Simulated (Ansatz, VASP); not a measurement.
# Two plane-wave programs on Ba

Contents of POSCAR:

```
Ba
1.0
    4.2311349437      0.0000000000      0.0000000000
    0.0000000000      4.2311349437      0.0000000000
    0.0000000000      0.0000000000      3.9177175405
Ba
1
Direct
    0.0000000000      0.0000000000      0.0000000000
```

File INCAR.step1:

```
SYSTEM = Ba
PREC = Accurate
ENCUT = 520
ISMEAR = 0
SIGMA = 0.15
LREAL = .False.
LASPH = .True.
NELM = 80
NBANDS = 11
GGA = PE
ALGO = Normal
EDIFF = 1E-4
LWAVE = .True.
LCHARG = .False.
```

Contents of INCAR.step2:

```
SYSTEM = Ba
PREC = Accurate
ENCUT = 520
EDIFF = 1E-6
ISMEAR = 0
SIGMA = 0.15
LREAL = .False.
LASPH = .True.
NELM = 80
ALGO = Normal
ISIF = 2
LWAVE = .False.
LCHARG = .False.
METAGGA = R2SCAN
LMIXTAU = .True.
NBANDS = 11
ISTART = 1
```

File KPOINTS:

```
regular mesh
0
Gamma
  12 12 12
  0 0 0
```

Input for Ansatz:

```yaml
crystal:
  lattice:
    - [4.2311349437, 0.0, 0.0]
    - [0.0, 4.2311349437, 0.0]
    - [0.0, 0.0, 3.9177175405]
  atoms:
    - { symbol: Ba, position: [0.0, 0.0, 0.0] }
basis:
  ecutwfc: 500
kpoints:
  mp_grid: { grid: [12, 12, 12] }
hamiltonian:
  xc: r2scan
scf:
  occupations: { method: gaussian, width: 0.15 }
output:
  forces: true
  stress: true
  eigenvalues: true
```

Change from the starting cell: strain +0.080 along x and y, +0.000 along z, atoms carried along.

Alike in both runs: task single point; functional r2SCAN; k mesh 12 × 12 × 12; occupations gaussian, width 0.15 eV; no spin polarisation.

|  | VASP | Ansatz |
| --- | --- | --- |
| version | VASP 6.6.1 | Ansatz 0.2.0 |
| potentials or method | VASP PAW PBE potentials, release 64 (Ba_sv), cutoff 520 eV | scalar-relativistic, plane waves, PAW |
| valence electrons in the cell | 10 | 10 |

```tsv
	VASP	Ansatz	Ansatz less VASP
gap on the k mesh at the Fermi level (eV)	none	none	-
pressure (GPa)	-0.8	-0.9	-0.08
traceless stress, the component that is largest in VASP (GPa)	1.44	1.40	-0.044
```

VASP's potentials were made for PBE, not for r2SCAN. A gap of «none» marks a metal or a gap that the smearing closes.

Spin-orbit coupling is off throughout.
